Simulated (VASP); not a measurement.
# CaO (P1) in VASP: single point with PBE

Aim: the single point of CaO with PBE.

All numbers are computed with VASP 6.6.1; they aren't measurements. Logs are shortened: lines on timing, memory, paths and dates and some standing lists are left out, and cuts for length are marked.

## Step 1: The cell of the first run

The typed cell holds 64 atoms: a = 9.535 Å, b = 9.535 Å, c = 9.535 Å, α = 90.00°, β = 90.00°, γ = 90.00°.

## Step 2: Single point, PBE

The input, INCAR:

```
PREC = Accurate ; ENCUT = 600
EDIFF = 1E-6 ; ISMEAR = -1
SIGMA = 0.05 ; LREAL = Auto
LASPH = T ; NELM = 120
ALGO = Normal ; ISIF = 2
LWAVE = F ; LCHARG = T
GGA = PE ; LELF = T
LVHAR = T ; ISYM = 0
NBANDS = 294 ; GGA_COMPAT = F
```

The input, KPOINTS:

```
Automatic mesh
0
Gamma
  1 1 1
  0.25 0.25 0.25
```

The input, POSCAR:

```
CaO
1.0
    9.5352000000      0.0000000000      0.0000000000
    0.0000000000      9.5352000000      0.0000000000
    0.0000000000      0.0000000000      9.5352000000
O Ca
32 32
Direct
    0.2460320000      0.9973970000      0.9924150000
    0.2537730000      0.9928800000      0.5041090000
    0.2495210000      0.4986500000      0.9925370000
    0.2668010000      0.4944720000      0.4961220000
    0.7545810000      0.9940070000      0.9953580000
    0.7560830000      0.9919800000      0.4960190000
    0.7480840000      0.4936780000      0.0000780000
    0.7607350000      0.4893550000      0.5005600000
    0.0148310000      0.2463120000      0.9918850000
    0.0005840000      0.2424460000      0.5006730000
    0.0051890000      0.7422360000      0.0023040000
    0.0048850000      0.7528310000      0.5130430000
    0.4903310000      0.2523400000      0.9977520000
    0.4990120000      0.2498490000      0.5032470000
    0.4947510000      0.7578180000      0.9955600000
    0.4992030000      0.7494390000      0.5016340000
    0.9987960000      0.9848430000      0.2439070000
    0.9959370000      0.0055330000      0.7478440000
    0.0080490000      0.4998950000      0.2468790000
    0.0025840000      0.5019430000      0.7529250000
    0.5087480000      0.0087610000      0.2514260000
    0.5022440000      0.9996720000      0.7580600000
    0.4963530000      0.4995470000      0.2471630000
    0.4909550000      0.4936990000      0.7472920000
    0.2485880000      0.2469690000      0.2528760000
    0.2549220000      0.2420010000      0.7507920000
    0.2542570000      0.7506840000      0.2386220000
    0.2487210000      0.7632890000      0.7483430000
    0.7502860000      0.2626270000      0.2519470000
    0.7510150000      0.2532730000      0.7492860000
    0.7404290000      0.7408280000      0.2513680000
    0.7609980000      0.7512460000      0.7546590000
    0.9906210000      0.0087730000      0.0001470000
    0.9996100000      0.9977410000      0.4980560000
    0.9941940000      0.5093100000      0.0016170000
    0.0034560000      0.5123780000      0.5037900000
    0.4966550000      0.0013730000      0.9980860000
    0.5099150000      0.0015030000      0.5013190000
    0.5014100000      0.4972040000      0.0026880000
    0.4975220000      0.5080810000      0.5078970000
    0.2570300000      0.2528310000      0.9982260000
    0.2509190000      0.2478480000      0.4978240000
    0.2530790000      0.7590130000      0.0044630000
    0.2579810000      0.7440770000      0.4889040000
    0.7518570000      0.2472500000      0.9951180000
    0.7494800000      0.2419050000      0.5068550000
    0.7556750000      0.7389550000      0.0008750000
    0.7515440000      0.7599200000      0.5074720000
    0.2556700000      0.9957280000      0.2451820000
    0.2543250000      0.0011160000      0.7422640000
    0.2516140000      0.5043170000      0.2442320000
    0.2452560000      0.5026370000      0.7625040000
    0.7548490000      0.9971960000      0.2482370000
    0.7438080000      0.0079780000      0.7503550000
    0.7416620000      0.5035120000      0.2480750000
    0.7592180000      0.5047670000      0.7489020000
    0.0008080000      0.2529210000      0.2541230000
    0.9952500000      0.2385650000      0.7567620000
    0.0024980000      0.7433570000      0.2439070000
    0.0096260000      0.7576000000      0.7441740000
    0.5089650000      0.2533660000      0.2484090000
    0.4969010000      0.2553850000      0.7531420000
    0.5085670000      0.7436640000      0.2573150000
    0.5028870000      0.7512770000      0.7461980000
```

Potentials or basis: VASP PAW PBE potentials, release 64 (O, Ca_sv).

Run with:

```
$ cat potpaw_PBE.64/O/POTCAR potpaw_PBE.64/Ca_sv/POTCAR > POTCAR
$ mpirun -np 1 vasp_std > vasp.out
```

OUTCAR:

```text
PREC = Accurate
   ENCUT = 600
   EDIFF = 1E-6
   ISMEAR = -1
   LREAL = Auto
   LASPH = T
   NELM = 120
   ISIF = 2
   GGA = PE
   ISYM = 0

 ion  position               nearest neighbor table
   1  0.246  0.997  0.992-  43 2.28  50 2.39  37 2.39  49 2.41  41 2.44  33 2.44
   2  0.254  0.993  0.504-  50 2.27  44 2.38  34 2.42  42 2.43  38 2.44  49 2.47
   3  0.250  0.499  0.993-  52 2.19  41 2.35  51 2.40  39 2.40  35 2.44  43 2.49
   4  0.267  0.494  0.496-  40 2.21  42 2.36  44 2.38  51 2.41  36 2.52  52 2.55
   5  0.755  0.994  0.995-  33 2.26  54 2.34  53 2.41  45 2.41  47 2.43  37 2.46
   6  0.756  0.992  0.496-  48 2.22  34 2.32  38 2.35  53 2.36  46 2.39  54 2.43
   7  0.748  0.494  0.000-  47 2.34  45 2.35  35 2.35  39 2.35  55 2.37  56 2.40
   8  0.761  0.489  0.501-  36 2.32  46 2.36  56 2.37  55 2.42  40 2.52
   9  0.015  0.246  0.992-  58 2.25  33 2.28  41 2.31  57 2.50  45 2.51  35 2.52
  10  0.001  0.242  0.501-  34 2.33  57 2.35  42 2.39  46 2.40  58 2.44
  11  0.005  0.742  0.002-  35 2.22  59 2.30  43 2.37  47 2.38  60 2.47  33 2.55
  12  0.005  0.753  0.513-  60 2.20  36 2.29  34 2.34  48 2.42  44 2.43  59 2.57
  13  0.490  0.252  0.998-  41 2.22  62 2.33  39 2.34  37 2.39  61 2.40  45 2.49
  14  0.499  0.250  0.503-  42 2.37  38 2.37  62 2.38  46 2.39  61 2.43  40 2.46
  15  0.495  0.758  0.996-  43 2.31  37 2.32  64 2.38  39 2.49  47 2.49  63 2.50
  16  0.499  0.749  0.502-  40 2.30  44 2.30  63 2.33  64 2.33  38 2.41  48 2.41
[... 16 lines left out ...]
  33  0.991  0.009  0.000-   5 2.26   9 2.28  17 2.34  18 2.41   1 2.44  11 2.55
  34  1.000  0.998  0.498-   6 2.32  10 2.33  12 2.34  18 2.38   2 2.42  17 2.43
  35  0.994  0.509  0.002-  11 2.22  19 2.34   7 2.35  20 2.37   3 2.44   9 2.52  47 3.16
  36  0.003  0.512  0.504-  12 2.29   8 2.32  20 2.38  19 2.45   4 2.52
  37  0.497  0.001  0.998-  22 2.29  15 2.32   1 2.39  13 2.39  21 2.42   5 2.46
  38  0.510  0.002  0.501-   6 2.35  14 2.37  21 2.38  16 2.41   2 2.44  22 2.45
  39  0.501  0.497  0.003-  23 2.33  13 2.34   7 2.35   3 2.40  24 2.44  15 2.49
  40  0.498  0.508  0.508-   4 2.21  24 2.29  16 2.30  14 2.46  23 2.49   8 2.52
  41  0.257  0.253  0.998-  13 2.22   9 2.31   3 2.35  26 2.36  25 2.43   1 2.44
  42  0.251  0.248  0.498-  25 2.34   4 2.36  14 2.37  10 2.39  26 2.41   2 2.43
  43  0.253  0.759  0.004-  27 2.23   1 2.28  15 2.31  11 2.37  28 2.44   3 2.49
  44  0.258  0.744  0.489-  16 2.30   2 2.38   4 2.38  27 2.39  12 2.43  28 2.48
  45  0.752  0.247  0.995-  30 2.34   7 2.35   5 2.41  29 2.45  13 2.49   9 2.51
  46  0.749  0.242  0.507-  30 2.31   8 2.36   6 2.39  14 2.39  10 2.40  29 2.44
  47  0.756  0.739  0.001-   7 2.34  32 2.35  11 2.38  31 2.39   5 2.43  15 2.49  35 3.16
  48  0.752  0.760  0.507-   6 2.22  32 2.36  16 2.41  12 2.42  31 2.45
  49  0.256  0.996  0.245-  27 2.34  25 2.40   1 2.41  21 2.42  17 2.45   2 2.47
  50  0.254  0.001  0.742-  28 2.27   2 2.27  26 2.30  22 2.37   1 2.39  18 2.46
  51  0.252  0.504  0.244-  19 2.32  23 2.33  27 2.35   3 2.40   4 2.41  25 2.46
  52  0.245  0.503  0.763-   3 2.19  20 2.32  24 2.35  28 2.49  26 2.49   4 2.55
  53  0.755  0.997  0.248-  17 2.33  21 2.35   6 2.36   5 2.41  31 2.45  29 2.53
  54  0.744  0.008  0.750-  22 2.31  30 2.34   5 2.34  18 2.40   6 2.43  32 2.45
[... 8 lines left out ...]
  63  0.509  0.744  0.257-  31 2.21  16 2.33  23 2.33  27 2.43  15 2.50  21 2.53
  64  0.503  0.751  0.746-  16 2.33  22 2.37  15 2.38  28 2.43  24 2.46  32 2.46

IMPORTANT INFORMATION: All symmetrisations will be switched off!
NOSYMM: (Re-)initialisation of all symmetry stuff for point group C_1.

----------------------------------------------------------------------------------------

                                     Primitive cell

  volume of cell :     866.9408

  direct lattice vectors                    reciprocal lattice vectors
     9.535200000  0.000000000  0.000000000     0.104874570  0.000000000  0.000000000
     0.000000000  9.535200000  0.000000000     0.000000000  0.104874570  0.000000000
     0.000000000  0.000000000  9.535200000     0.000000000  0.000000000  0.104874570

  length of vectors
     9.535200000  9.535200000  9.535200000     0.104874570  0.104874570  0.104874570

  position of ions in fractional coordinates (direct lattice)
     0.246032000  0.997397000  0.992415000
     0.253773000  0.992880000  0.504109000
     0.249521000  0.498650000  0.992537000
     0.266801000  0.494472000  0.496122000
     0.754581000  0.994007000  0.995358000
     0.756083000  0.991980000  0.496019000
[... 56 lines left out ...]
     0.508567000  0.743664000  0.257315000
     0.502887000  0.751277000  0.746198000

  ion indices of the primitive-cell ions
   primitive index   ion index
                 1           1
                 2           2
                 3           3
                 4           4
[... 83 lines left out ...]
 ===========================================

 Found      4 irreducible k-points:

 Following reciprocal coordinates:
            Coordinates               Weight
  0.250000  0.250000  0.250000      2.000000
 -0.250000  0.250000  0.250000      2.000000
 -0.250000 -0.250000  0.250000      2.000000
  0.250000 -0.250000  0.250000      2.000000
   k-points           NKPTS =      4   k-points in BZ     NKDIM =      4   number of bands    NBANDS=    294
   number of dos      NEDOS =    301   number of ions     NIONS =     64
   total plane-waves  NPLWV = 512000
   dimension x,y,z NGX =    80 NGY =   80 NGZ =   80
   dimension x,y,z NGXF=   160 NGYF=  160 NGZF=  160
   ions per type =              32  32
   NGX,Y,Z   is equivalent  to a cutoff of  13.95, 13.95, 13.95 a.u.
   NGXF,Y,Z  is equivalent  to a cutoff of  27.90, 27.90, 27.90 a.u.
 SYSTEM =  unknown system
   PREC   = accura    normal or accurate (medium, high low for compatibility)
   ISTART =      0    job   : 0-new  1-cont  2-samecut
   ICHARG =      2    charge: 1-file 2-atom 10-const
   ISPIN  =      1    spin polarized calculation?
   LNONCOLLINEAR =      F non collinear calculations
   LSORBIT =      F    spin-orbit coupling
   LASPH  =      T    aspherical Exc in radial PAW
   ENCUT  =  600.0 eV  44.10 Ry    6.64 a.u.  19.04 19.04 19.04*2*pi/ulx,y,z
   NELM   =    120;   NELMIN=  2; NELMDL= -5     # of ELM steps
   EDIFF  = 0.1E-05   stopping-criterion for ELM
   LREAL  =      T    real-space projection
   EDIFFG = 0.1E-04   stopping-criterion for IOM
   NSW    =      0    number of steps for IOM
   IBRION =     -1    ionic relax: 0-MD 1-quasi-New 2-CG
   NFREE  =      0    steps in history (QN), initial steepest desc. (CG)
   ISIF   =      2    stress and relaxation
   ISYM   =      0    0-nonsym 1-usesym 2-fastsym
   POTIM  = 0.5000    time-step for ionic-motion
   TEBEG  =    0.0;   TEEND  =   0.0 temperature during run
   PSTRESS=    0.0 pullay stress
   NELECT =     512.0000    total number of electrons
   NUPDOWN=      -1.0000    fix difference up-down
   EMIN   =  10.00;   EMAX   =-10.00  energy-range for DOS
   EFERMI =   0.00;   METHOD = LEGACY
   ISMEAR =    -1;   SIGMA  =   0.05  broadening in eV -4-tet -1-fermi 0-gaus
   EFERMI_NEDOS =   21; number of points for ismear=-14 and -15
   IALGO  =     38    algorithm
   IMIX   =      4    mixing-type and parameters
     AMIX     =   0.40;   BMIX     =  1.00
     AMIX_MAG =   1.60;   BMIX_MAG =  1.00
  volume/ion in A,a.u.               =      13.55        91.41
  Fermi-wavevector in a.u.,A,eV,Ry     =   1.373520  2.595577 25.668172  1.886557
  Thomas-Fermi vector in A             =   2.499030
   LORBIT       =      0    0 simple, 1 ext, 2 COOP (PROOUT), +10 PAW based schemes
   GGA     = PE    functional components
   LHFCALC =     F    Hartree Fock is set to
   AEXX    =    0.0000 exact exchange contribution
   IVDW    =     0    specifies the selected vdW correction
   LEPSILON=     F    determine dielectric tensor
   LRPA    =     F    only Hartree local field effects (RPA)
 non-spin polarized calculation
  energy-cutoff  :      600.00
  volume of cell :      866.94
 maximum number of plane-waves:     28948
 NGX is ok and might be reduce to    80
   NGX = 39   NGY = 39   NGZ = 39

 number of electron     512.0000010 magnetization

 Free energy of the ion-electron system (eV)
  ---------------------------------------------------
  ext. energy  EPLUGINS =         0.00000000
  ---------------------------------------------------
  free energy    TOTEN  =      -406.66479052 eV

  energy without entropy =     -406.66479052  energy(sigma->0) =     -406.66479052

 E-fermi :   3.8005     XC(G=0): -10.5877

 val. band max:        2.4456822953   @ k =   0.2500  -0.2500   0.2500
 cond. band min:       6.5395434713   @ k =  -0.2500  -0.2500   0.2500
 fundamental gap:      4.0938611760
 Fermi energy:         3.8004526649

 k-point     1 :       0.2500    0.2500    0.2500
  band No.  band energies     occupation
      1     -35.4911      2.00000
      2     -35.3492      2.00000
      3     -35.2945      2.00000
      4     -35.2390      2.00000
      5     -35.2166      2.00000
      6     -35.1742      2.00000
[... 1073 lines left out ...]
    267       7.9657      0.00000
    268       8.0053      0.00000
 [bands above 268 left out]

------------------------ aborting loop because EDIFF is reached ----------------------------------------

  FORCE on cell =-STRESS in cart. coord.  units (eV):
  Direction    XX          YY          ZZ          XY          YZ          ZX
  --------------------------------------------------------------------------------------
  -------------------------------------------------------------------------------------
  Total       33.0265846     34.6025298     32.5084374      0.1219631     -0.2571310      0.1088757
  in kB       61.0358260     63.9483014     60.0782476      0.2253978     -0.4751992      0.2012112
  external PRESSURE =      61.6874583 kB  Pullay stress =       0.0000000 kB

 VOLUME and BASIS-vectors are now :
 -----------------------------------------------------------------------------
  energy-cutoff  :      600.00
  volume of cell :      866.94
      direct lattice vectors                 reciprocal lattice vectors
     9.535200000  0.000000000  0.000000000     0.104874570  0.000000000  0.000000000
     0.000000000  9.535200000  0.000000000     0.000000000  0.104874570  0.000000000
     0.000000000  0.000000000  9.535200000     0.000000000  0.000000000  0.104874570

 POSITION                                       TOTAL-FORCE (eV/Angst)
 -----------------------------------------------------------------------------------
      2.34596      9.51038      9.46288         0.300922      0.313400      0.635316
      2.41978      9.46731      4.80678         0.141306      0.056982     -0.888380
      2.37923      4.75473      9.46404         0.169370      0.247517      0.848441
      2.54400      4.71489      4.73062        -1.189671      0.624664     -0.015485
      7.19508      9.47806      9.49094        -0.482649      0.464922      0.348999
      7.20940      9.45873      4.72964        -0.413165      0.487086      0.171204
[... 56 lines left out ...]
      4.84929      7.09098      2.45355        -0.771748      0.656903     -0.855097
      4.79513      7.16358      7.11515        -0.503307     -0.004051      0.859208
 -----------------------------------------------------------------------------------
    total drift:                               -0.004129     -0.012471     -0.008349

  FREE ENERGIE OF THE ION-ELECTRON SYSTEM (eV)
  ---------------------------------------------------
  free  energy   TOTEN  =      -406.6647905212 eV

  energy  without entropy=     -406.6647905212  energy(sigma->0) =     -406.66479052
```

It took 40 min on 1 thread of Intel Xeon Platinum 8375C at 2.90GHz (Ice Lake), shared host; peak memory 1.4 GiB.

Results:

```
Free energy            : -406.6648 eV
Pressure               : 6.2 GPa
Largest force          : 1.719 eV/Å
Band gap on the k mesh : 4.09 eV
```

Forces in eV/Å, atoms in the order of the input:
```
O    0.301  0.313  0.635
O    0.141  0.057 -0.888
O    0.169  0.248  0.848
O   -1.190  0.625 -0.015
O   -0.483  0.465  0.349
O   -0.413  0.487  0.171
O    0.011  0.195 -0.081
O   -0.406  0.811  0.112
O   -1.294  0.304  0.801
O   -0.070  0.191 -0.130
O   -0.534  0.503  0.052
O   -0.170 -0.271 -1.298
O    1.292 -0.067  0.279
O    0.459 -0.268 -0.132
O    0.735 -0.639  0.300
O    0.548  0.264 -0.063
O   -0.032  0.627  0.354
O   -0.184 -0.454 -0.012
O   -0.415  0.170  0.267
O   -0.212  0.057 -0.184
O   -0.117 -0.555  0.028
O    0.335  0.036 -0.755
O    0.338  0.259  0.054
O    0.711  0.823  0.432
O    0.126  0.019 -0.268
O   -0.267  0.613 -0.127
O   -0.040 -0.123  1.023
O    0.516 -1.043 -0.194
O    0.235 -0.977 -0.411
O   -0.184 -0.243  0.381
O    0.895  0.593  0.038
O   -0.718 -0.062 -0.340
Ca   1.339 -0.911 -0.247
Ca   0.719  0.143  0.076
Ca   0.906 -1.183 -0.330
Ca  -0.028 -1.240 -0.081
Ca   0.110 -0.245  0.188
Ca  -1.069  0.300 -0.200
Ca  -0.448  0.440 -0.567
Ca   0.580 -1.319 -0.288
Ca  -0.976 -0.428  0.084
Ca   0.086  0.104  0.248
Ca  -0.156 -0.354 -1.083
Ca  -0.514  0.630  0.871
Ca  -0.106  0.335  0.421
Ca   0.269  1.114 -0.596
Ca  -0.472  1.080 -0.393
Ca   0.393 -1.150 -0.237
Ca  -0.240  0.615  0.204
Ca  -0.296  0.067  0.565
Ca   0.065 -0.806  0.070
Ca   0.186 -0.194 -1.007
Ca  -0.284  0.053 -0.218
Ca   0.574 -0.826  0.347
Ca   0.734 -0.762  0.793
Ca  -0.280 -0.440 -0.280
Ca   0.242  0.092 -0.126
Ca   1.029  1.072 -0.864
Ca  -0.026  0.437  0.313
Ca  -0.179  0.092  1.077
Ca  -0.783 -0.154  0.491
Ca  -0.184 -0.172 -0.465
Ca  -0.772  0.657 -0.855
Ca  -0.503 -0.004  0.859
```

Stress tensor (GPa, compression positive):
```
 6.10  0.02  0.02
 0.02  6.39 -0.05
 0.02 -0.05  6.01
```

Caveat: the cell stands under pressure; a shifted mesh leaves out Γ, where band edges can lie; forces of over 1 eV/Å act on the atoms, so gaps and moduli don't describe the material at rest. A k mesh can miss the band edges.
